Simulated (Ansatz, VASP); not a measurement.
## GaP in VASP and in Ansatz

Contents of INCAR:

```
SYSTEM = GaP
PREC     = Accurate       ! precision mode
ENCUT    = 600            ! plane-wave cutoff, eV
EDIFF    = 1E-6           ! SCF threshold, eV
ISMEAR   = -1             ! smearing method
SIGMA    = 0.1            ! smearing width, eV
LREAL    = .False.        ! projectors in reciprocal space
LASPH    = .True.         ! aspherical terms in the spheres
NELM     = 60             ! most SCF steps
ALGO     = Normal         ! electronic algorithm
ISIF     = 3              ! what is computed and relaxed
LWAVE    = .False.        ! write WAVECAR
LCHARG   = .False.        ! write CHGCAR
GGA      = PE             ! functional
IBRION   = 2              ! ionic algorithm
NSW      = 60             ! ionic steps
EDIFFG   = -0.005         ! ionic threshold
```

KPOINTS

```
Automatic mesh
0
Gamma
  15 15 15
  0 0 0
```

POSCAR

```
GaP
1.0
    0.0000000000      2.3472160896      2.3472160896
    2.3472160896      0.0000000000      2.3472160896
    2.3472160896      2.3472160896      0.0000000000
Ga P
1 1
Direct
    0.0000000000      0.0000000000      0.0000000000
    0.5000000000      0.5000000000      0.5000000000
```

Input for Ansatz:

```yaml
crystal:
  lattice:
    - [0.0, 2.3472160896, 2.3472160896]
    - [2.3472160896, 0.0, 2.3472160896]
    - [2.3472160896, 2.3472160896, 0.0]
  atoms:
    - { symbol: Ga, position: [0.0, 0.0, 0.0] }
    - { symbol: P, position: [0.5, 0.5, 0.5] }
kpoints:
  mp_grid: { grid: [15, 15, 15] }
scf:
  occupations: { method: fermi_dirac, width: 0.1 }
hamiltonian:
  xc: pbe
  pseudopotentials: { kind: paw }
output:
  forces: true
  stress: true
relax:
  f_tol: 0.005
  max_steps: 40
  cell: {}
```

Alike in both runs: task relaxation of cell and atoms; functional PBE; k mesh 15 × 15 × 15; occupations fermi-dirac, width 0.1 eV; no spin polarisation.

|  | VASP | Ansatz |
| --- | --- | --- |
| version | VASP 6.6.1 | Ansatz 0.2.0 |
| potentials or method | VASP PAW PBE potentials, release 64 (Ga_d, P) | PAW with Ansatz's default frozen-core files, scalar-relativistic |
| plane-wave cutoff (eV) | 600 | 420 |
| valence electrons in the cell | 18 | 18 |

|  | VASP | Ansatz | Ansatz less VASP |
| --- | --- | --- | --- |
| relaxed volume (Å³/atom) | 17.20 | 17.18 | -0.016 |
| relaxed cell length with the largest relative difference (Å) | 3.650 | 3.649 | -0.0011 |

Noted on VASP's run: the volume moved by over 15 % at a fixed basis, so the end points are rough.
